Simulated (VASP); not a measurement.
# MgO (Fm-3m) in VASP: notebook

MgO is run at these levels: r2SCAN; tasks: single point.

Program: VASP 6.6.1. These are calculated values, not measurements. Logs are shortened: lines on timing, memory, paths and dates and some standing lists are left out, and cuts for length are marked.

**Experimental background.**

From “Electronic structure of alkaline earth and post-transition metal oxides”, 2009, arxiv:0908.1581, for a bulk crystal of MgO: band gap 7.83 eV.

How close the calculation comes is told below.

## 1. The cell of the first run

Symmetry: Fm-3m, No. 225, cubic system. The conventional cell has a = 4.200 Å, b = 4.200 Å, c = 4.200 Å, α = 90.00°, β = 90.00°, γ = 90.00°. Mg (site symmetry m-3m) has 6 O at 2.10 Å within 2.8 Å. O (site symmetry m-3m) has 6 Mg at 2.10 Å within 2.8 Å.

## 2. Single point, r2SCAN

The input, POSCAR:

```
MgO
1.0
    0.0000000000      2.1000000000      2.1000000000
    2.1000000000      0.0000000000      2.1000000000
    2.1000000000      2.1000000000      0.0000000000
Mg O
1 1
Direct
    0.0000000000      0.0000000000      0.0000000000
    0.5000000000      0.5000000000      0.5000000000
```

The input, INCAR.step1:

```
PREC = Accurate
ENCUT = 660
ISMEAR = 0
SIGMA = 0.3
LREAL = False
LASPH = True
NELM = 120
NBANDS = 11
GGA = PE
ALGO = Normal
EDIFF = 1E-5
LWAVE = True
LCHARG = False
GGA_COMPAT = False
```

The input, INCAR.step2:

```
PREC = Accurate
ENCUT = 660
EDIFF = 1E-6
ISMEAR = 0
SIGMA = 0.3
LREAL = False
LASPH = True
NELM = 120
ALGO = Normal
ISIF = 2
LWAVE = False
LCHARG = False
METAGGA = R2SCAN
LMIXTAU = True
NBANDS = 11
ISTART = 1
GGA_COMPAT = False
```

The input, KPOINTS:

```
regular mesh
0
Gamma
  9 9 9
```

Potentials or basis: VASP PAW PBE potentials, release 64 (Mg, O).

On the command line:

```console
> cat potpaw_PBE.64/Mg/POTCAR potpaw_PBE.64/O/POTCAR > POTCAR
> cp INCAR.step1 INCAR
> mpirun -np 1 vasp_std > vasp.out
> cp INCAR.step2 INCAR
> mpirun -np 1 vasp_std > vasp.out
```

OUTCAR:

```text
PREC = Accurate
   ENCUT = 660
   EDIFF = 1E-6
   ISMEAR = 0
   LREAL = False
   LASPH = True
   NELM = 120
   ISIF = 2
   METAGGA = R2SCAN
   ISTART = 1

 ion  position               nearest neighbor table
   1  0.000  0.000  0.000-   2 2.10   2 2.10   2 2.10   2 2.10   2 2.10   2 2.10
   2  0.500  0.500  0.500-   1 2.10   1 2.10   1 2.10   1 2.10   1 2.10   1 2.10

  LATTYP: Found a face centered cubic cell.
 ALAT       =     4.2000000000

  Lattice vectors:

 A1 = (   0.0000000000,   2.1000000000,   2.1000000000)
 A2 = (   2.1000000000,   0.0000000000,   2.1000000000)
 A3 = (   2.1000000000,   2.1000000000,   0.0000000000)

Analysis of symmetry for initial positions (statically):
=====================================================================
 Subroutine PRICEL returns:
 Original cell was already a primitive cell.

 Routine SETGRP: Setting up the symmetry group for a
 face centered cubic supercell.

 Subroutine GETGRP returns: Found 48 space group operations
 (whereof 48 operations were pure point group operations)
 out of a pool of 48 trial point group operations.

The static configuration has the point symmetry O_h .

Analysis of symmetry for dynamics (positions and initial velocities):
=====================================================================
 Subroutine PRICEL returns:
 Original cell was already a primitive cell.

 Routine SETGRP: Setting up the symmetry group for a
 face centered cubic supercell.

 Subroutine GETGRP returns: Found 48 space group operations
 (whereof 48 operations were pure point group operations)
 out of a pool of 48 trial point group operations.

The dynamic configuration has the point symmetry O_h .

 Subroutine INISYM returns: Found 48 space group operations
 (whereof 48 operations are pure point group operations),
 and found     1 'primitive' translations

----------------------------------------------------------------------------------------

                                     Primitive cell

  volume of cell :      18.5220

  direct lattice vectors                    reciprocal lattice vectors
     0.000000000  2.100000000  2.100000000    -0.238095238  0.238095238  0.238095238
     2.100000000  0.000000000  2.100000000     0.238095238 -0.238095238  0.238095238
     2.100000000  2.100000000  0.000000000     0.238095238  0.238095238 -0.238095238

  length of vectors
     2.969848481  2.969848481  2.969848481     0.412393049  0.412393049  0.412393049

  position of ions in fractional coordinates (direct lattice)
     0.000000000  0.000000000  0.000000000
     0.500000000  0.500000000  0.500000000

  ion indices of the primitive-cell ions
   primitive index   ion index
                 1           1
                 2           2

----------------------------------------------------------------------------------------

 KPOINTS: regular mesh

Automatic generation of k-mesh.
 Grid dimensions read from file:
 generate k-points for:    9    9    9

 Generating k-lattice:

  Cartesian coordinates                     Fractional coordinates (reciprocal lattice)
    -0.026455026  0.026455026  0.026455026     0.111111111  0.000000000  0.000000000
     0.026455026 -0.026455026  0.026455026     0.000000000  0.111111111  0.000000000
     0.026455026  0.026455026 -0.026455026     0.000000000  0.000000000  0.111111111

  Length of vectors
     0.045821450  0.045821450  0.045821450

  Shift w.r.t. Gamma in fractional coordinates (k-lattice)
     0.000000000  0.000000000  0.000000000

 Subroutine IBZKPT returns following result:
 ===========================================

 Found     35 irreducible k-points:

 Following reciprocal coordinates:
            Coordinates               Weight
  0.000000  0.000000  0.000000      1.000000
  0.111111  0.000000  0.000000      8.000000
  0.222222  0.000000  0.000000      8.000000
  0.333333  0.000000  0.000000      8.000000
  0.444444  0.000000  0.000000      8.000000
  0.111111  0.111111  0.000000      6.000000
[... 16 lines left out ...]
 -0.333333  0.333333  0.000000     12.000000
  0.444444  0.444444  0.000000      6.000000
 [... further k-points ...]
   k-points           NKPTS =     35   k-points in BZ     NKDIM =     35   number of bands    NBANDS=     11
   number of dos      NEDOS =    301   number of ions     NIONS =      2
   total plane-waves  NPLWV =  21952
   dimension x,y,z NGX =    28 NGY =   28 NGZ =   28
   dimension x,y,z NGXF=    56 NGYF=   56 NGZF=   56
   ions per type =               1   1
   NGX,Y,Z   is equivalent  to a cutoff of  15.67, 15.67, 15.67 a.u.
   NGXF,Y,Z  is equivalent  to a cutoff of  31.35, 31.35, 31.35 a.u.
 SYSTEM =  unknown system
   PREC   = accura    normal or accurate (medium, high low for compatibility)
   ISTART =      1    job   : 0-new  1-cont  2-samecut
   ICHARG =      0    charge: 1-file 2-atom 10-const
   ISPIN  =      1    spin polarized calculation?
   LNONCOLLINEAR =      F non collinear calculations
   LSORBIT =      F    spin-orbit coupling
   LASPH  =      T    aspherical Exc in radial PAW
   ENCUT  =  660.0 eV  48.51 Ry    6.96 a.u.   6.22  6.22  6.22*2*pi/ulx,y,z
   NELM   =    120;   NELMIN=  2; NELMDL=  0     # of ELM steps
   EDIFF  = 0.1E-05   stopping-criterion for ELM
   LREAL  =      F    real-space projection
[... 7 lines left out ...]
   TEBEG  =    0.0;   TEEND  =   0.0 temperature during run
   PSTRESS=    0.0 pullay stress
   NELECT =       8.0000    total number of electrons
   NUPDOWN=      -1.0000    fix difference up-down
   EMIN   =  10.00;   EMAX   =-10.00  energy-range for DOS
   EFERMI =   0.00;   METHOD = LEGACY
   ISMEAR =     0;   SIGMA  =   0.30  broadening in eV -4-tet -1-fermi 0-gaus
   EFERMI_NEDOS =   21; number of points for ismear=-14 and -15
   IALGO  =     38    algorithm
   IMIX   =      4    mixing-type and parameters
     AMIX     =   0.40;   BMIX     =  1.00
     AMIX_MAG =   1.60;   BMIX_MAG =  1.00
  volume/ion in A,a.u.               =       9.26        62.50
  Fermi-wavevector in a.u.,A,eV,Ry     =   1.237491  2.338520 20.835758  1.531385
  Thomas-Fermi vector in A             =   2.372056
   LORBIT       =      0    0 simple, 1 ext, 2 COOP (PROOUT), +10 PAW based schemes
   METAGGA = R2SCAN    functional components
   LHFCALC =     F    Hartree Fock is set to
   AEXX    =    0.0000 exact exchange contribution
   IVDW    =     0    specifies the selected vdW correction
   LEPSILON=     F    determine dielectric tensor
   LRPA    =     F    only Hartree local field effects (RPA)
 non-spin polarized calculation
 Gauss-broadening in eV      SIGMA  =   0.30
  energy-cutoff  :      660.00
  volume of cell :       18.52
 maximum number of plane-waves:       725
 NGX is ok and might be reduce to    28
   NGX = 13   NGY = 13   NGZ = 13

 number of electron       7.9999999 magnetization

 Free energy of the ion-electron system (eV)
  ---------------------------------------------------
  ext. energy  EPLUGINS =         0.00000000
  ---------------------------------------------------
  free energy    TOTEN  =       -16.16767855 eV

  energy without entropy =      -16.16767855  energy(sigma->0) =      -16.16767855

 E-fermi :   4.1409     XC(G=0): -11.6364

 val. band max:        2.8359677052   @ k =   0.0000   0.0000   0.0000
 cond. band min:       8.5325487060   @ k =   0.0000   0.0000   0.0000
 fundamental gap:      5.6965810008
 Fermi energy:         4.1409097628

 k-point     1 :       0.0000    0.0000    0.0000
  band No.  band energies     occupation
      1     -15.4059      2.00000
      2       2.8360      2.00000
      3       2.8360      2.00000
      4       2.8360      2.00000
      5       8.5325      0.00000
      6      19.7263      0.00000
      7      19.7263      0.00000
      8      19.7263      0.00000
      9      23.8986      0.00000
     10      25.6734      0.00000
     11      25.6734      0.00000

 k-point     2 :       0.1111    0.0000    0.0000
  band No.  band energies     occupation
      1     -15.2766      2.00000
      2       2.0773      2.00000
      3       2.7500      2.00000
      4       2.7500      2.00000
      5       9.2704      0.00000
      6      18.2887      0.00000
      7      20.0367      0.00000
      8      20.0367      0.00000
      9      24.8573      0.00000
     10      24.8573      0.00000
     11      25.8654      0.00000

 k-point     3 :       0.2222    0.0000    0.0000
  band No.  band energies     occupation
      1     -14.9299      2.00000
      2       0.5688      2.00000
      3       2.5403      2.00000
      4       2.5403      2.00000
      5      10.6171      0.00000
      6      16.7465      0.00000
      7      20.5956      0.00000
      8      20.5956      0.00000
      9      24.2592      0.00000
     10      24.2592      0.00000
     11      26.6249      0.00000

 k-point     4 :       0.3333    0.0000    0.0000
  band No.  band energies     occupation
      1     -14.4956      2.00000
      2      -0.8468      2.00000
      3       2.3143      2.00000
      4       2.3143      2.00000
      5      11.4887      0.00000
      6      16.3465      0.00000
      7      20.6128      0.00000
      8      20.6128      0.00000
      9      25.1622      0.00000
     10      25.1622      0.00000
     11      25.9046      0.00000

 k-point     5 :       0.4444    0.0000    0.0000
  band No.  band energies     occupation
      1     -14.1828      2.00000
      2      -1.6969      2.00000
      3       2.1731      2.00000
      4       2.1731      2.00000
      5      11.6903      0.00000
      6      16.6710      0.00000
      7      20.3906      0.00000
      8      20.3906      0.00000
      9      25.4145      0.00000
     10      26.6405      0.00000
     11      26.6405      0.00000
[... 211 lines left out ...]
 k-point    21 :       0.4444    0.3333    0.0000
  band No.  band energies     occupation
      1     -14.0459      2.00000
      2      -0.9620      2.00000
      3       1.3061      2.00000
      4       1.6238      2.00000
      5      13.5346      0.00000
      6      14.1645      0.00000
      7      17.3068      0.00000
      8      22.6824      0.00000
      9      22.8246      0.00000
     10      29.9779      0.00000
     11      30.9985      0.00000

 k-point    22 :      -0.4444    0.3333    0.0000
  band No.  band energies     occupation
      1     -13.8988      2.00000
      2      -0.8804      2.00000
      3       0.4641      2.00000
      4       1.6427      2.00000
      5      13.8010      0.00000
      6      15.4866      0.00000
      7      16.7898      0.00000
      8      22.4181      0.00000
      9      22.5973      0.00000
     10      29.9200      0.00000
     11      31.5189      0.00000

 k-point    23 :      -0.3333    0.3333    0.0000
  band No.  band energies     occupation
      1     -13.9124      2.00000
      2      -0.4083      2.00000
      3      -0.2643      2.00000
      4       1.8024      2.00000
      5      14.1771      0.00000
      6      16.2161      0.00000
      7      16.6501      0.00000
      8      21.9985      0.00000
      9      22.9998      0.00000
     10      27.4077      0.00000
     11      32.1460      0.00000

 k-point    24 :       0.4444    0.4444    0.0000
  band No.  band energies     occupation
      1     -13.9328      2.00000
      2      -1.2249      2.00000
      3       1.4856      2.00000
      4       1.4856      2.00000
      5      12.9907      0.00000
      6      13.9695      0.00000
      7      17.2317      0.00000
      8      23.2384      0.00000
      9      23.2384      0.00000
     10      29.9278      0.00000
     11      30.8685      0.00000

 [... further k-points ...]

------------------------ aborting loop because EDIFF is reached ----------------------------------------

  FORCE on cell =-STRESS in cart. coord.  units (eV):
  Direction    XX          YY          ZZ          XY          YZ          ZX
  --------------------------------------------------------------------------------------
  -------------------------------------------------------------------------------------
  Total       -0.1066229     -0.1066229     -0.1066229     -0.0000000      0.0000000      0.0000000
  in kB       -9.2230169     -9.2230169     -9.2230169     -0.0000000      0.0000000      0.0000000
  external PRESSURE =      -9.2230169 kB  Pullay stress =       0.0000000 kB

 VOLUME and BASIS-vectors are now :
 -----------------------------------------------------------------------------
  energy-cutoff  :      660.00
  volume of cell :       18.52
      direct lattice vectors                 reciprocal lattice vectors
     0.000000000  2.100000000  2.100000000    -0.238095238  0.238095238  0.238095238
     2.100000000  0.000000000  2.100000000     0.238095238 -0.238095238  0.238095238
     2.100000000  2.100000000  0.000000000     0.238095238  0.238095238 -0.238095238

 POSITION                                       TOTAL-FORCE (eV/Angst)
 -----------------------------------------------------------------------------------
      0.00000      0.00000      0.00000        -0.000000      0.000000      0.000000
      2.10000      2.10000      2.10000         0.000000     -0.000000     -0.000000
 -----------------------------------------------------------------------------------
    total drift:                                0.000000      0.000000      0.000000

  FREE ENERGIE OF THE ION-ELECTRON SYSTEM (eV)
  ---------------------------------------------------
  free  energy   TOTEN  =       -16.1676785496 eV

  energy  without entropy=      -16.1676785496  energy(sigma->0) =      -16.16767855
```

Wall time 1.8 min (1 thread of Intel Xeon 8259CL, shared host); peak memory 0.17 GiB.

Results:

```
Free energy            : -16.1677 eV
Pressure               : -0.9 GPa
Band gap on the k mesh : 5.70 eV
```

Caveat: so wide a smearing shifts energies and pressures; the PAW data sets were made with another functional, which shifts forces and pressure a little.

## 3. Single point, r2SCAN

POSCAR is that of step 2.

The input, INCAR.step1:

```
SYSTEM = MgO
PREC = Accurate
ENCUT = 660
ISMEAR = -1
SIGMA = 0.003
LREAL = .FALSE.
LASPH = .TRUE.
NELM = 120
NBANDS = 11
GGA = PE
ALGO = Normal
EDIFF = 1E-5
LWAVE = .TRUE.
LCHARG = .FALSE.
GGA_COMPAT = .FALSE.
```

The input, INCAR.step2:

```
SYSTEM = MgO
PREC = Accurate
ENCUT = 660
EDIFF = 1E-6
ISMEAR = -1
SIGMA = 0.003
LREAL = .FALSE.
LASPH = .TRUE.
NELM = 120
ALGO = Normal
ISIF = 2
LWAVE = .FALSE.
LCHARG = .FALSE.
METAGGA = R2SCAN
LMIXTAU = .TRUE.
NBANDS = 11
ISTART = 1
GGA_COMPAT = .FALSE.
```

The input, KPOINTS:

```
Automatic mesh
0
G
  9 9 9
  0 0 0
```

Potentials or basis: VASP PAW PBE potentials, release 64 (Mg, O).

On the command line:

```console
> cat potpaw_PBE.64/Mg/POTCAR potpaw_PBE.64/O/POTCAR > POTCAR
> cp INCAR.step1 INCAR
> mpirun -np 1 vasp_std > vasp.out
> cp INCAR.step2 INCAR
> mpirun -np 1 vasp_std > vasp.out
```

It took 1.8 min on 1 thread of Intel Xeon 8259CL, shared host; peak memory 0.17 GiB.

Results (log left out):

```
Free energy            : -16.1677 eV
Pressure               : -0.9 GPa
Band gap on the k mesh : 5.70 eV
```

Levels at points of the mesh, in eV from the valence-band top:
| k point | band 1 | band 2 | band 3 | band 4 | band 5 | band 6 | band 7 | band 8 |
| --- | --- | --- | --- | --- | --- | --- | --- | --- |
| (0.00, 0.00, 0.00) | -18.24 | 0.00 | 0.00 | 0.00 | 5.70 | 16.89 | 16.89 | 16.89 |

Caveat: the PAW data sets were made with another functional, which shifts forces and pressure a little.

## 4. Single point, r2SCAN

POSCAR is that of step 3.

The input, INCAR.step1:

```
SYSTEM = MgO
  PREC = Accurate
  ENCUT = 660
  ISMEAR = 0
  SIGMA = 0.01
  LREAL = .FALSE.
  LASPH = .TRUE.
  NELM = 120
  NBANDS = 11
  GGA = PE
  ALGO = Normal
  EDIFF = 1E-5
  LWAVE = .TRUE.
  LCHARG = .FALSE.
  GGA_COMPAT = .FALSE.
```

The input, INCAR.step2:

```
SYSTEM = MgO
  PREC = Accurate
  ENCUT = 660
  EDIFF = 1E-6
  ISMEAR = 0
  SIGMA = 0.01
  LREAL = .FALSE.
  LASPH = .TRUE.
  NELM = 120
  ALGO = Normal
  ISIF = 2
  LWAVE = .FALSE.
  LCHARG = .FALSE.
  METAGGA = R2SCAN
  LMIXTAU = .TRUE.
  NBANDS = 11
  ISTART = 1
  GGA_COMPAT = .FALSE.
```

KPOINTS is that of step 3.

On the command line:

```console
> cat potpaw_PBE.64/Mg/POTCAR potpaw_PBE.64/O/POTCAR > POTCAR
> cp INCAR.step1 INCAR
> mpirun -np 1 vasp_std > vasp.out
> cp INCAR.step2 INCAR
> mpirun -np 1 vasp_std > vasp.out
```

It took 99 s on 1 thread of Intel Xeon 8259CL, shared host; peak memory 0.17 GiB.

It converged, with:

```
Free energy            : -16.1677 eV
Pressure               : -0.9 GPa
Band gap on the k mesh : 5.70 eV
```

Levels at points of the mesh, in eV from the valence-band top:
```
           k point  band 1  band 2  band 3  band 4  band 5  band 6  band 7  band 8
(0.00, 0.00, 0.00)  -18.24    0.00    0.00    0.00    5.70   16.89   16.89   16.89
```

Caveat: the PAW data sets were made with another functional, which shifts forces and pressure a little.

## 5. The runs side by side

| smearing | gap on the mesh (eV) | pressure (GPa) |
| --- | --- | --- |
| gaussian 0.3 eV | 5.70 | -0.9 |
| fermi-dirac 0.003 eV | 5.70 | -0.9 |
| gaussian 0.01 eV | 5.70 | -0.9 |

Alike in all rows: task single point; level r2SCAN; potentials or basis VASP PAW PBE potentials, release 64 (Mg, O); no spin polarisation; cell as given; k mesh 9 × 9 × 9; cutoff (eV) 660.

Caveats: the PAW data sets were made with another functional, which shifts forces and pressure a little; so wide a smearing shifts energies and pressures (at least some runs).

Absolute energies hang on the potentials; compare differences alone.

## 6. Against experiment

Step 2. Measured gap of MgO: 7.83 eV (quoted in “Electronic structure of alkaline earth and post-transition metal oxides”, 2009, arxiv:0908.1581). This calculation gives 5.70 eV (-2.13 eV). The value is that of r2SCAN, without temperature or zero-point motion.

Step 3. A measured gap of MgO is 7.83 eV (quoted in “Electronic structure of alkaline earth and post-transition metal oxides”, 2009, arxiv:0908.1581); the calculated 5.70 eV misses it by -2.13 eV. The value is that of r2SCAN, without temperature or zero-point motion.

Step 4. A measured gap of MgO is 7.83 eV (quoted in “Electronic structure of alkaline earth and post-transition metal oxides”, 2009, arxiv:0908.1581); the calculated 5.70 eV misses it by -2.13 eV. The value is that of r2SCAN, without temperature or zero-point motion.
